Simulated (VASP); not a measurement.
## Ga3Se: relaxation of cell and atoms with PBE

Ga3Se:

```
CELL_PARAMETERS angstrom
4.43246 0.00000 0.00000
0.00000 4.43246 0.00000
0.00000 0.00000 4.43246
ATOMIC_POSITIONS crystal
Se 0.00000 0.00000 0.00000
Ga 0.50000 0.50000 0.00000
Ga 0.50000 0.00000 0.50000
Ga 0.00000 0.50000 0.50000
```

```yaml
Program: VASP 6.6.1
Task: relaxation of cell and atoms
Functional: PBE
Potentials_or_basis: VASP PAW PBE potentials, release 64 (Se, Ga_d)
Cutoff: 600 eV
k_mesh: 6 × 6 × 6
Occupations: fermi-dirac, width 0.05 eV
Spin: no spin polarisation
Target_pressure: 10 GPa
Dipole_correction: no
Further_INCAR_settings: ALGO = Normal; EDIFF = 1e-06; IBRION = 2; EDIFFG = -0.01; NSW = 60; ISIF = 3
```

```json
{
 "Relaxed volume": "18.20 Å³/atom",
 "Relaxed cell": "a = 4.176 Å, b = 4.176 Å, c = 4.176 Å, α = 90.00°, β = 90.00°, γ = 90.00°",
 "Space group after relaxing (to 0.1 Å)": "Pm-3m (No. 221)",
 "Energy change on relaxing (the run minimises the enthalpy)": "+85.3 meV/atom",
 "Ionic steps": "13",
 "Pressure after relaxing": "9.9 GPa",
 "Band gap on the k mesh": "zero (an odd number of electrons rules out a gap without spin polarisation)"
}
```

The path:
| step | energy change (eV) | largest force (eV/Å) | pressure (GPa) | volume (Å³) |
| --- | --- | --- | --- | --- |
| 1 | 0.0000 | 0.0000 | -0.49 | 87.08 |
| 2 | 0.5163 | 0.0000 | 12.85 | 70.33 |
| 3 | 0.3549 | 0.0000 | 10.10 | 72.59 |
| 4 | 0.3379 | 0.0000 | 9.77 | 72.86 |
| 5 | 0.3382 | 0.0000 | 9.84 | 72.86 |
| 6 | 0.3389 | 0.0000 | 9.84 | 72.85 |
| 7 | 0.3389 | 0.0000 | 9.81 | 72.85 |
| 8 | 0.3389 | 0.0000 | 9.80 | 72.85 |
| 9 | 0.3390 | 0.0000 | 9.80 | 72.84 |
| 10 | 0.3391 | 0.0000 | 9.80 | 72.84 |
| 11 | 0.3394 | 0.0000 | 9.86 | 72.84 |
| 12 | 0.3399 | 0.0000 | 9.85 | 72.83 |
| 13 | 0.3410 | 0.0000 | 9.93 | 72.81 |

Final structure:
```yaml
crystal:
  lattice:
    - [4.17574, 0.00000, 0.00000]
    - [0.00000, 4.17574, 0.00000]
    - [0.00000, 0.00000, 4.17574]
  atoms:
    - { symbol: Se, position: [0.00000, 0.00000, 0.00000] }
    - { symbol: Ga, position: [0.50000, 0.50000, 0.00000] }
    - { symbol: Ga, position: [0.50000, 0.00000, 0.50000] }
    - { symbol: Ga, position: [0.00000, 0.50000, 0.50000] }
```

Levels at points of the mesh, in eV from the Fermi level:
| k point | band 21 | band 22 | band 23 | band 24 | band 25 | band 26 |
| --- | --- | --- | --- | --- | --- | --- |
| (0.00, 0.00, 0.00) | -2.65 | -2.65 | 1.81 | 1.81 | 1.81 | 4.84 |
| (0.50, 0.00, 0.00) | -1.56 | -1.24 | -0.65 | -0.65 | 0.77 | 4.75 |
| (0.50, 0.50, 0.00) | -1.00 | -0.38 | -0.38 | 1.49 | 1.49 | 1.78 |
| (0.50, 0.50, 0.50) | -5.33 | -5.33 | -4.31 | 4.81 | 4.81 | 4.81 |

It took 2.1 min on 1 thread of Intel(R) Xeon(R) 6975P-C (Granite Rapids), with other jobs on the host, peak memory 0.24 GiB.

Caveat: the cell is relaxed towards a set pressure, so the run minimises the enthalpy, not the energy; the volume moved by over 15 % at a fixed basis, so the end points are rough.
